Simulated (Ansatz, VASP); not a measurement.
## Two plane-wave programs on Rh

```xyz
1
Lattice="0.0000 1.8445 1.9301 1.8445 0.0000 1.9301 1.8445 1.8445 0.0000" Properties=species:S:1:pos:R:3 pbc="T T T"
Rh    0.0000    0.0000    0.0000
```

Change from the starting cell: strain -0.030 along x and y, +0.015 along z, atoms carried along.

Alike in both runs: task single point; functional r2SCAN; k mesh 8 × 8 × 8; occupations gaussian, width 0.15 eV; no spin polarisation.

|  | VASP | Ansatz |
| --- | --- | --- |
| version | VASP 6.6.1 | Ansatz 0.2.0 |
| potentials or method | VASP PAW PBE potentials, release 64 (Rh_sv_GW), cutoff 680 eV | scalar-relativistic, plane waves, PAW |
| valence electrons in the cell | 17 | 17 |

|  | VASP | Ansatz | Ansatz less VASP |
| --- | --- | --- | --- |
| gap on the k mesh at the Fermi level (eV) | none | none | - |
| pressure (GPa) | 15.2 | 15.0 | -0.21 |
| traceless stress, the component that is largest in VASP (GPa) | -8.26 | -8.26 | +0.002 |

VASP's potentials were made for PBE, not for r2SCAN. A gap of «none» marks a metal or a gap that the smearing closes.

The k mesh is coarse, so the values compare programs but aren't converged.
